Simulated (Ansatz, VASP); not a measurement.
**AlNi3 in VASP and in Ansatz**

File POSCAR:

```
AlNi3
1.0
    0.0000000000      2.8018887551      2.8018887551
    2.8018887551      0.0000000000      2.8018887551
    2.8018887551      2.8018887551      0.0000000000
Al Ni
1 3
Direct
    0.5000000000      0.5000000000      0.5000000000
    0.2500000000      0.2500000000      0.2500000000
    0.0000000000      0.0000000000      0.0000000000
    0.7500000000      0.7500000000      0.7500000000
```

The input INCAR.step1:

```
SYSTEM = AlNi3
ALGO     = Normal         ! electronic algorithm
EDIFF    = 1E-4           ! SCF threshold, eV
ENCUT    = 520            ! plane-wave cutoff, eV
GGA      = PE             ! functional
ISMEAR   = -5             ! smearing method
LASPH    = .TRUE.         ! aspherical terms in the spheres
LCHARG   = .FALSE.        ! write CHGCAR
LREAL    = .FALSE.        ! projectors in reciprocal space
LWAVE    = .TRUE.         ! write WAVECAR
NBANDS   = 24             ! bands
NELM     = 100            ! most SCF steps
PREC     = Accurate       ! precision mode
SIGMA    = 0.1            ! smearing width, eV
```

The input INCAR.step2:

```
SYSTEM = AlNi3
ALGO     = Normal         ! electronic algorithm
EDIFF    = 1E-6           ! SCF threshold, eV
ENCUT    = 520            ! plane-wave cutoff, eV
ISIF     = 2              ! what is computed and relaxed
ISMEAR   = -5             ! smearing method
ISTART   = 1            
LASPH    = .TRUE.         ! aspherical terms in the spheres
LCHARG   = .FALSE.        ! write CHGCAR
LMIXTAU  = .TRUE.       
LREAL    = .FALSE.        ! projectors in reciprocal space
LWAVE    = .FALSE.        ! write WAVECAR
METAGGA  = R2SCAN         ! meta-GGA
NBANDS   = 24             ! bands
NELM     = 100            ! most SCF steps
PREC     = Accurate       ! precision mode
SIGMA    = 0.1            ! smearing width, eV
```

The input KPOINTS:

```
k-points
0
G
  14 14 14
  0 0 0
```

Input for Ansatz:

```yaml
crystal:
  lattice:
    - [0.0, 2.8018887551, 2.8018887551]
    - [2.8018887551, 0.0, 2.8018887551]
    - [2.8018887551, 2.8018887551, 0.0]
  atoms:
    - { symbol: Al, position: [0.5, 0.5, 0.5] }
    - { symbol: Ni, position: [0.25, 0.25, 0.25] }
    - { symbol: Ni, position: [0.0, 0.0, 0.0] }
    - { symbol: Ni, position: [0.75, 0.75, 0.75] }
basis:
  ecutwfc: 500
kpoints:
  mp_grid: { grid: [14, 14, 14] }
hamiltonian:
  xc: r2scan
scf:
  occupations: { method: tetrahedron }
output:
  forces: true
  stress: true
  eigenvalues: true
```

Alike in both runs: task single point; functional r2SCAN; k mesh 14 × 14 × 14; occupations tetrahedron; no spin polarisation.

```csv
,VASP,Ansatz
version,VASP 6.6.1,Ansatz 0.2.0
potentials or method,"VASP PAW PBE potentials, release 64 (Al, Ni), cutoff 520 eV","scalar-relativistic, plane waves, PAW"
valence electrons in the cell,33,57
```

Ansatz gave:

| Property | Result |
| --- | --- |
| gap on the k mesh at the Fermi level (eV) | none |
| pressure (GPa) | -0.1 |

Question: Which values does VASP return?

Answer: gap on the k mesh at the Fermi level (eV): none; pressure (GPa): 0.1.

VASP's potentials were made for PBE, not for r2SCAN. A gap of «none» marks a metal or a gap that the smearing closes. The functional is the same, so the differences come from potentials, cutoffs and numerics. VASP's potentials hold 33 valence electrons a cell and Ansatz's 57, so a difference there can come from the potentials and not from the codes. Ansatz's warnings: band table not solved further, tetrahedron derivatives may miss energy slope.
